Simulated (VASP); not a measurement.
# Si6Cl in VASP: notebook

Si6Cl is run at these levels: PBE+D3(BJ); tasks: single point.

Everything below comes from runs of VASP 6.6.1. Logs are shortened: lines on timing, memory, paths and dates and some standing lists are left out, and cuts for length are marked.

### Step 1. The cell of the first run

The cell holds a slab with vacuum, 28 atoms: a = 7.667 Å, b = 7.667 Å, c = 24.954 Å, α = 90.00°, β = 90.00°, γ = 90.00°.

### Step 2. Single point, PBE+D3(BJ)

INCAR

```
SYSTEM = Si6Cl
PREC = Accurate ; ENCUT = 520
EDIFF = 1E-6 ; ISMEAR = 0
SIGMA = 0.05 ; LREAL = Auto
LASPH = .True. ; NELM = 60
ALGO = Normal ; ISIF = 2
LWAVE = .False. ; LCHARG = .False.
LDIPOL = .True. ; IDIPOL = 3
DIPOL = 0.5 0.5 0.502 ; GGA = PE
IVDW = 12 ; NBANDS = 82
```

KPOINTS

```
Automatic mesh
0
Gamma
  2 2 1
  0 0 0
```

POSCAR

```
Si6Cl
1.0
    7.6671877233      0.0000000000      0.0000000000
    0.0000000000      7.6671877233      0.0000000000
    0.0000000000      0.0000000000     24.9539005398
Si Cl
24 4
Direct
    0.4065111020      0.2500000000      0.3978135596
    0.4065111020      0.7500000000      0.3978135596
    0.0934888980      0.2500000000      0.3978135596
    0.0934888980      0.7500000000      0.3978135596
    0.5000000000      0.5000000000      0.4521289203
    0.5000000000      0.0000000000      0.4521289203
    0.0000000000      0.5000000000      0.4521289203
    0.0000000000      0.0000000000      0.4521289203
    0.7496424452      0.5000000000      0.5018508388
    0.7496424452      0.0000000000      0.5018508388
    0.2506915601      0.5000000000      0.5105564598
    0.2506915601      0.0000000000      0.5105564598
    0.7581513321      0.7500000000      0.5547203969
    0.7581513321      0.2500000000      0.5547203969
    0.2469757435      0.7500000000      0.5660741181
    0.2469757435      0.2500000000      0.5660741181
   -0.0126015513      0.7500000000      0.6168841978
   -0.0126015513      0.2500000000      0.6168841978
    0.5114270692      0.7500000000      0.6149830544
    0.5114270692      0.2500000000      0.6149830544
    0.9367200614      0.0000000000      0.6704752146
    0.9367200614      0.5000000000      0.6704752146
    0.6485802253      0.0000000000      0.6461767311
    0.6485802253      0.5000000000      0.6461767311
    0.5029534493      0.2500000000      0.3206151863
    0.5029534493      0.7500000000      0.3206151863
   -0.0022999895      0.2500000000      0.3205364976
   -0.0022999895      0.7500000000      0.3205364976
```

Potentials or basis: VASP PAW PBE potentials, release 64 (Si, Cl).

The run is started by

```console
cat potpaw_PBE.64/Si/POTCAR potpaw_PBE.64/Cl/POTCAR > POTCAR
mpirun -np 1 vasp_std > vasp.out
```

OUTCAR:

```text
SYSTEM = Si6Cl
   PREC = Accurate
   ENCUT = 520
   EDIFF = 1E-6
   ISMEAR = 0
   LREAL = Auto
   LASPH = .True.
   NELM = 60
   ISIF = 2
   GGA = PE
   IVDW = 12
 IVDW          = 12

 ion  position               nearest neighbor table
   1  0.407  0.250  0.398-  25 2.06   3 2.40   6 2.45   5 2.45
   2  0.407  0.750  0.398-  26 2.06   4 2.40   6 2.45   5 2.45
   3  0.093  0.250  0.398-  27 2.06   1 2.40   8 2.45   7 2.45
   4  0.093  0.750  0.398-  28 2.06   2 2.40   8 2.45   7 2.45
   5  0.500  0.500  0.452-   9 2.28  11 2.40   1 2.45   2 2.45
   6  0.500  0.000  0.452-  10 2.28  12 2.40   1 2.45   2 2.45
   7  0.000  0.500  0.452-   9 2.29  11 2.41   3 2.45   4 2.45
   8  0.000  0.000  0.452-  10 2.29  12 2.41   3 2.45   4 2.45
   9  0.750  0.500  0.502-   5 2.28   7 2.29  13 2.33  14 2.33
  10  0.750  0.000  0.502-   6 2.28   8 2.29  13 2.33  14 2.33
  11  0.251  0.500  0.511-  15 2.37  16 2.37   5 2.40   7 2.41
  12  0.251  0.000  0.511-  15 2.37  16 2.37   6 2.40   8 2.41
  13  0.758  0.750  0.555-   9 2.33  10 2.33  17 2.34  19 2.42  23 3.10  24 3.10
  14  0.758  0.250  0.555-   9 2.33  10 2.33  18 2.34  20 2.42  23 3.10  24 3.10
  15  0.247  0.750  0.566-  17 2.36  12 2.37  11 2.37  19 2.37
  16  0.247  0.250  0.566-  18 2.36  12 2.37  11 2.37  20 2.37
  17  0.987  0.750  0.617-  13 2.34  15 2.36  21 2.37  22 2.37
  18  0.987  0.250  0.617-  14 2.34  16 2.36  21 2.37  22 2.37
  19  0.511  0.750  0.615-  23 2.32  24 2.32  15 2.37  13 2.42
  20  0.511  0.250  0.615-  23 2.32  24 2.32  16 2.37  14 2.42
  21  0.937  0.000  0.670-  23 2.29  18 2.37  17 2.37
  22  0.937  0.500  0.670-  24 2.29  18 2.37  17 2.37
  23  0.649  0.000  0.646-  21 2.29  20 2.32  19 2.32  14 3.10  13 3.10
  24  0.649  0.500  0.646-  22 2.29  20 2.32  19 2.32  14 3.10  13 3.10
  25  0.503  0.250  0.321-   1 2.06
  26  0.503  0.750  0.321-   2 2.06
  27  0.998  0.250  0.321-   3 2.06
  28  0.998  0.750  0.321-   4 2.06

  LATTYP: Found a simple tetragonal cell.
 ALAT       =     7.6671877233
 C/A-ratio  =     3.2546353944

  Lattice vectors:

 A1 = (   7.6671877233,   0.0000000000,   0.0000000000)
 A2 = (   0.0000000000,   7.6671877233,   0.0000000000)
 A3 = (   0.0000000000,   0.0000000000,  24.9539005398)

Analysis of symmetry for initial positions (statically):
=====================================================================
 Subroutine PRICEL returns following result:

  LATTYP: Found a simple orthorhombic cell.
 ALAT       =     3.8335938616
 B/A-ratio  =     2.0000000000
 C/A-ratio  =     6.5092707888

  Lattice vectors:

 A1 = (   0.0000000000,  -3.8335938616,   0.0000000000)
 A2 = (   7.6671877233,   0.0000000000,   0.0000000000)
 A3 = (   0.0000000000,   0.0000000000,  24.9539005398)

   2 primitive cells build up your supercell.

 Routine SETGRP: Setting up the symmetry group for a
 simple tetragonal supercell.

 Subroutine GETGRP returns: Found  2 space group operations
 (whereof  2 operations were pure point group operations)
 out of a pool of 16 trial point group operations.

The static configuration has the point symmetry C_1h.

Analysis of symmetry for dynamics (positions and initial velocities):
=====================================================================
 Subroutine PRICEL returns following result:

  LATTYP: Found a simple orthorhombic cell.
 ALAT       =     3.8335938616
 B/A-ratio  =     2.0000000000
 C/A-ratio  =     6.5092707888

  Lattice vectors:

 A1 = (   0.0000000000,  -3.8335938616,   0.0000000000)
 A2 = (   7.6671877233,   0.0000000000,   0.0000000000)
 A3 = (   0.0000000000,   0.0000000000,  24.9539005398)

   2 primitive cells build up your supercell.

 Routine SETGRP: Setting up the symmetry group for a
 simple tetragonal supercell.

 Subroutine GETGRP returns: Found  2 space group operations
 (whereof  2 operations were pure point group operations)
 out of a pool of 16 trial point group operations.

The dynamic configuration has the point symmetry C_1h.

 Subroutine INISYM returns: Found  2 space group operations
 (whereof  2 operations are pure point group operations),
 and found     2 'primitive' translations

----------------------------------------------------------------------------------------

                                     Primitive cell
[... 45 lines left out ...]

 KPOINTS: Automatic mesh

Automatic generation of k-mesh.
 Grid dimensions read from file:
 generate k-points for:    2    2    1

 Generating k-lattice:

  Cartesian coordinates                     Fractional coordinates (reciprocal lattice)
     0.065212959  0.000000000  0.000000000     0.500000000  0.000000000  0.000000000
     0.000000000  0.065212959  0.000000000     0.000000000  0.500000000  0.000000000
     0.000000000  0.000000000  0.040073895     0.000000000  0.000000000  1.000000000

  Length of vectors
     0.065212959  0.065212959  0.040073895

  Shift w.r.t. Gamma in fractional coordinates (k-lattice)
     0.000000000  0.000000000  0.000000000

 Subroutine IBZKPT returns following result:
 ===========================================

 Found      4 irreducible k-points:

 Following reciprocal coordinates:
            Coordinates               Weight
  0.000000  0.000000  0.000000      1.000000
  0.500000  0.000000  0.000000      1.000000
  0.000000  0.500000  0.000000      1.000000
  0.500000  0.500000  0.000000      1.000000
   k-points           NKPTS =      4   k-points in BZ     NKDIM =      4   number of bands    NBANDS=     82
   number of dos      NEDOS =    301   number of ions     NIONS =     28
   total plane-waves  NPLWV = 691200
   dimension x,y,z NGX =    60 NGY =   60 NGZ =  192
   dimension x,y,z NGXF=   120 NGYF=  120 NGZF=  384
   ions per type =              24   4
   NGX,Y,Z   is equivalent  to a cutoff of  13.01, 13.01, 12.79 a.u.
   NGXF,Y,Z  is equivalent  to a cutoff of  26.02, 26.02, 25.58 a.u.
 SYSTEM =  Si6Cl
   PREC   = accura    normal or accurate (medium, high low for compatibility)
   ISTART =      0    job   : 0-new  1-cont  2-samecut
   ICHARG =      2    charge: 1-file 2-atom 10-const
   ISPIN  =      1    spin polarized calculation?
   LNONCOLLINEAR =      F non collinear calculations
   LSORBIT =      F    spin-orbit coupling
   LASPH  =      T    aspherical Exc in radial PAW
   ENCUT  =  520.0 eV  38.22 Ry    6.18 a.u.  14.26 14.26 46.40*2*pi/ulx,y,z
   NELM   =     60;   NELMIN=  2; NELMDL= -5     # of ELM steps
   EDIFF  = 0.1E-05   stopping-criterion for ELM
   LREAL  =      T    real-space projection
   EDIFFG = 0.1E-04   stopping-criterion for IOM
   NSW    =      0    number of steps for IOM
   IBRION =     -1    ionic relax: 0-MD 1-quasi-New 2-CG
   NFREE  =      0    steps in history (QN), initial steepest desc. (CG)
   ISIF   =      2    stress and relaxation
   ISYM   =      2    0-nonsym 1-usesym 2-fastsym
   POTIM  = 0.5000    time-step for ionic-motion
   TEBEG  =    0.0;   TEEND  =   0.0 temperature during run
   PSTRESS=    0.0 pullay stress
   NELECT =     124.0000    total number of electrons
   NUPDOWN=      -1.0000    fix difference up-down
   EMIN   =  10.00;   EMAX   =-10.00  energy-range for DOS
   EFERMI =   0.00;   METHOD = LEGACY
   ISMEAR =     0;   SIGMA  =   0.05  broadening in eV -4-tet -1-fermi 0-gaus
   EFERMI_NEDOS =   21; number of points for ismear=-14 and -15
   IALGO  =     38    algorithm
   IMIX   =      4    mixing-type and parameters
     AMIX     =   0.40;   BMIX     =  1.00
     AMIX_MAG =   1.60;   BMIX_MAG =  1.00
  volume/ion in A,a.u.               =      52.39       353.55
  Fermi-wavevector in a.u.,A,eV,Ry     =   0.718475  1.357721  7.023420  0.516207
  Thomas-Fermi vector in A             =   1.807423
   LORBIT       =      0    0 simple, 1 ext, 2 COOP (PROOUT), +10 PAW based schemes
   GGA     = PE    functional components
   LHFCALC =     F    Hartree Fock is set to
   AEXX    =    0.0000 exact exchange contribution
   IVDW    =    12    specifies the selected vdW correction
   LEPSILON=     F    determine dielectric tensor
   LRPA    =     F    only Hartree local field effects (RPA)
 non-spin polarized calculation
 Gauss-broadening in eV      SIGMA  =   0.05
  energy-cutoff  :      520.00
  volume of cell :     1466.93
 maximum number of plane-waves:     39592
 NGX is ok and might be reduce to    60
   NGX = 29   NGY = 29   NGZ = 93

 number of electron     124.0000001 magnetization

 dipolmoment           0.000000      0.000000     -0.216999 electrons x Angstroem

 Free energy of the ion-electron system (eV)
  ---------------------------------------------------
  ext. energy  EPLUGINS =         0.00000000
  ---------------------------------------------------
  free energy    TOTEN  =      -136.77687926 eV

  energy without entropy =     -136.77417396  energy(sigma->0) =     -136.77552661

 E-fermi :  -0.9287     XC(G=0):  -4.2304

 val. band max:       -0.9929284776   @ k =   0.5000   0.0000   0.0000
 cond. band min:      -0.8644255912   @ k =   0.0000   0.0000   0.0000
 fundamental gap:      0.1285028864
 Fermi energy:        -0.9286770344

 k-point     1 :       0.0000    0.0000    0.0000
  band No.  band energies     occupation
      1     -17.0146      2.00000
      2     -16.8936      2.00000
      3     -16.8571      2.00000
      4     -16.7495      2.00000
      5     -12.9076      2.00000
      6     -11.8596      2.00000
[... 297 lines left out ...]
     73       1.8110      0.00000
     74       1.8110      0.00000
 [bands above 74 left out]

------------------------ aborting loop because EDIFF is reached ----------------------------------------

 vacuum level on the upper side and lower side of the slab       (xc-potential included)        -0.415         0.232

 Edisp (eV)   -6.63156

 E8    (eV) :    -2.7942

  FORCE on cell =-STRESS in cart. coord.  units (eV):
  Direction    XX          YY          ZZ          XY          YZ          ZX
  --------------------------------------------------------------------------------------
  -------------------------------------------------------------------------------------
  Total      -5.83784     1.52001    -6.85075     0.00000     0.00000     0.00525
  in kB      -6.37606     1.66015    -7.48235     0.00000     0.00000     0.00574
  external pressure =       -4.07 kB  Pullay stress =        0.00 kB

 VOLUME and BASIS-vectors are now :
 -----------------------------------------------------------------------------
  energy-cutoff  :      520.00
  volume of cell :     1466.93
      direct lattice vectors                 reciprocal lattice vectors
     7.667187723  0.000000000  0.000000000     0.130425918  0.000000000  0.000000000
     0.000000000  7.667187723  0.000000000     0.000000000  0.130425918  0.000000000
     0.000000000  0.000000000 24.953900540     0.000000000  0.000000000  0.040073895

 POSITION                                       TOTAL-FORCE (eV/Angst)
 -----------------------------------------------------------------------------------
      3.11680      1.91680      9.92700         0.572409      0.000000      1.119067
      3.11680      5.75039      9.92700         0.572409     -0.000000      1.119067
      0.71680      1.91680      9.92700        -0.567151      0.000000      1.104459
      0.71680      5.75039      9.92700        -0.567151     -0.000000      1.104459
      3.83359      3.83359     11.28238        -1.579925     -0.000000     -1.145887
      3.83359      0.00000     11.28238        -1.579925     -0.000000     -1.145887
[... 20 lines left out ...]
      7.64955      1.91680      7.99864         0.017297     -0.000000      0.044892
      7.64955      5.75039      7.99864         0.017297     -0.000000      0.044892
 -----------------------------------------------------------------------------------
    total drift:                                0.004104     -0.000000      0.013314

  FREE ENERGIE OF THE ION-ELECTRON SYSTEM (eV)
  ---------------------------------------------------
  free  energy   TOTEN  =      -143.4084364569 eV

  energy  without entropy=     -143.4057311598  energy(sigma->0) =     -143.40708381

 vacuum level on the upper side and lower side of the slab         3.686         4.347
```

It took 47 min on 1 thread of AMD EPYC 7R13, shared host; peak memory 1.3 GiB.

Results:

```yaml
Free_energy: -143.4084 eV
Largest_force: 1.952 eV/Å
Band_gap_on_the_k_mesh: 0.13 eV
Dispersion_energy_per_atom: -0.237 eV
```

Forces in eV/Å, atoms in the order of the input:
```
Si   0.572  0.000  1.119
Si   0.572  0.000  1.119
Si  -0.567  0.000  1.104
Si  -0.567  0.000  1.104
Si  -1.580  0.000 -1.146
Si  -1.580  0.000 -1.146
Si   1.576  0.000 -1.152
Si   1.576  0.000 -1.152
Si  -0.010  0.000 -0.003
Si  -0.010  0.000 -0.003
Si  -0.008  0.000  0.001
Si  -0.008  0.000  0.001
Si   0.006  0.000  0.002
Si   0.006  0.000  0.002
Si   0.008  0.000  0.004
Si   0.008  0.000  0.004
Si   0.000  0.000  0.001
Si   0.000  0.000  0.001
Si   0.008  0.000 -0.017
Si   0.008  0.000 -0.017
Si  -0.003  0.000 -0.001
Si  -0.003  0.000 -0.001
Si  -0.001  0.000 -0.002
Si  -0.001  0.000 -0.002
Cl  -0.018  0.000  0.044
Cl  -0.018  0.000  0.044
Cl   0.017  0.000  0.045
Cl   0.017  0.000  0.045
```

Levels at points of the mesh, in eV from the valence-band top:
```tsv
k point	band 59	band 60	band 61	band 62	band 63	band 64	band 65	band 66
(0.00, 0.00, 0.00)	-0.87	-0.48	-0.36	-0.20	0.13	0.46	0.87	0.91
(0.50, 0.00, 0.00)	-0.92	-0.46	-0.32	0.00	0.29	0.54	1.24	1.37
(0.00, 0.50, 0.00)	-1.06	-1.06	-0.53	-0.53	0.76	0.76	1.49	1.49
(0.50, 0.50, 0.00)	-1.29	-1.29	-0.41	-0.41	0.91	0.91	1.48	1.48
```

Caveat: semilocal functionals underestimate gaps, and a narrow one can read as zero.

### Step 3. Single point, PBE+D3(BJ)

INCAR is that of step 2.

KPOINTS is that of step 2.

POSCAR

```
Si6Cl
1.0
    7.6671877225      0.0000000000      0.0000000000
    0.0000000000      7.6671877225      0.0000000000
    0.0000000000      0.0000000000     24.9539005390
Si Cl
24 4
Direct
    0.4065111020      0.2500000000      0.3978135596
    0.4065111020      0.7500000000      0.3978135596
    0.0934888980      0.2500000000      0.3978135596
    0.0934888980      0.7500000000      0.3978135596
    0.5000000000      0.5000000000      0.4521289203
    0.5000000000      0.0000000000      0.4521289203
    0.0000000000      0.5000000000      0.4521289203
    0.0000000000      0.0000000000      0.4521289203
    0.7496424470      0.5000000000      0.5018508386
    0.7496424470      0.0000000000      0.5018508386
    0.2506915573      0.5000000000      0.5105564603
    0.2506915573      0.0000000000      0.5105564603
    0.7581513403      0.7500000000      0.5547203956
    0.7581513403      0.2500000000      0.5547203956
    0.2469757422      0.7500000000      0.5660741177
    0.2469757422      0.2500000000      0.5660741177
   -0.0126015481      0.7500000000      0.6168841969
   -0.0126015481      0.2500000000      0.6168841969
    0.5114270746      0.7500000000      0.6149830485
    0.5114270746      0.2500000000      0.6149830485
    0.9367200521      0.0000000000      0.6704752124
    0.9367200521      0.5000000000      0.6704752124
    0.6485802161      0.0000000000      0.6461767290
    0.6485802161      0.5000000000      0.6461767290
    0.5029534514      0.2500000000      0.3206151870
    0.5029534514      0.7500000000      0.3206151870
   -0.0022999888      0.2500000000      0.3205364976
   -0.0022999888      0.7500000000      0.3205364976
```

Potentials or basis: VASP PAW PBE potentials, release 64 (Si, Cl).

The run is started by

```console
cat potpaw_PBE.64/Si/POTCAR potpaw_PBE.64/Cl/POTCAR > POTCAR
mpirun -np 1 vasp_std > vasp.out
```

Wall time 43 min (1 thread of Intel Xeon 8259CL, shared host); peak memory 1.4 GiB.

It converged, with:

| Item | Value |
| --- | --- |
| Free energy | -143.4084 eV |
| Largest force | 1.952 eV/Å |
| Band gap on the k mesh | 0.13 eV |
| Dispersion energy per atom | -0.237 eV |

Forces in eV/Å, atoms in the order of the input:
```
Si   0.572  0.000  1.119
Si   0.572  0.000  1.119
Si  -0.567  0.000  1.104
Si  -0.567  0.000  1.104
Si  -1.580  0.000 -1.146
Si  -1.580  0.000 -1.146
Si   1.576  0.000 -1.152
Si   1.576  0.000 -1.152
Si  -0.010  0.000 -0.003
Si  -0.010  0.000 -0.003
Si  -0.008  0.000  0.001
Si  -0.008  0.000  0.001
Si   0.006  0.000  0.002
Si   0.006  0.000  0.002
Si   0.008  0.000  0.004
Si   0.008  0.000  0.004
Si   0.000  0.000  0.001
Si   0.000  0.000  0.001
Si   0.008  0.000 -0.017
Si   0.008  0.000 -0.017
Si  -0.003  0.000 -0.001
Si  -0.003  0.000 -0.001
Si  -0.001  0.000 -0.002
Si  -0.001  0.000 -0.002
Cl  -0.018  0.000  0.044
Cl  -0.018  0.000  0.044
Cl   0.017  0.000  0.045
Cl   0.017  0.000  0.045
```

Levels at points of the mesh, in eV from the valence-band top:
| k point | band 59 | band 60 | band 61 | band 62 | band 63 | band 64 | band 65 | band 66 |
| --- | --- | --- | --- | --- | --- | --- | --- | --- |
| (0.00, 0.00, 0.00) | -0.87 | -0.48 | -0.36 | -0.20 | 0.13 | 0.46 | 0.87 | 0.91 |
| (0.50, 0.00, 0.00) | -0.92 | -0.46 | -0.32 | 0.00 | 0.29 | 0.54 | 1.24 | 1.37 |
| (0.00, 0.50, 0.00) | -1.06 | -1.06 | -0.53 | -0.53 | 0.76 | 0.76 | 1.49 | 1.49 |
| (0.50, 0.50, 0.00) | -1.29 | -1.29 | -0.41 | -0.41 | 0.91 | 0.91 | 1.48 | 1.48 |

Caveat: semilocal functionals underestimate gaps, and a narrow one can read as zero.

[end of part 1 of 2]

The gap in the log of VASP goes by the Fermi energy; the results here count the filled bands.